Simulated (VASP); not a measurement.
Write the native input for VASP 6.6.1 that does the following.

* Task: single point
* Functional: PBE
* Potentials or basis: VASP PAW PBE potentials, release 64 (Cd, Se)
* Cutoff: 520 eV
* k mesh: 8 × 8 × 8
* Occupations: gaussian, width 0.05 eV
* Spin: no spin polarisation
* Dipole correction: no
* Further INCAR settings: ALGO = Normal; EDIFF = 1e-07; NBANDS = 16

The structure of CdSe lies in POSCAR:

```
CdSe
1.0
    0.0000000000      3.0702711986      3.0702711986
    3.0702711986      0.0000000000      3.0702711986
    3.0702711986      3.0702711986      0.0000000000
Cd Se
1 1
Direct
    0.0000000000      0.0000000000      0.0000000000
    0.7418573968      0.7581426032      0.7581426032
```

These files were run (other wordings do the same):

INCAR

```
SYSTEM = CdSe
  ALGO = Normal
  EDIFF = 1E-7
  ENCUT = 520
  GGA = PE
  ISIF = 2
  ISMEAR = 0
  LASPH = .TRUE.
  LCHARG = .TRUE.
  LELF = .TRUE.
  LREAL = .FALSE.
  LVHAR = .TRUE.
  LWAVE = .FALSE.
  NBANDS = 16
  NELM = 60
  PREC = Accurate
  SIGMA = 0.05
```

KPOINTS

```
k-points
0
G
  8 8 8
  0 0 0
```

Potentials or basis: VASP PAW PBE potentials, release 64 (Cd, Se).

The run is started by

```console
$ cat potpaw_PBE.64/Cd/POTCAR potpaw_PBE.64/Se/POTCAR > POTCAR
$ mpirun -np 1 vasp_std > vasp.out
```

It gave:

```json
{"Pressure": "1.6 GPa", "Largest force": "0.231 eV/Å", "Band gap on the k mesh": "0.53 eV, direct"}
```

Run time: 72 s on 1 thread of Intel(R) Xeon(R) Platinum 8259CL CPU @ 2.50GHz (Skylake/Cascade Lake), on a shared host, peak memory 0.23 GiB.
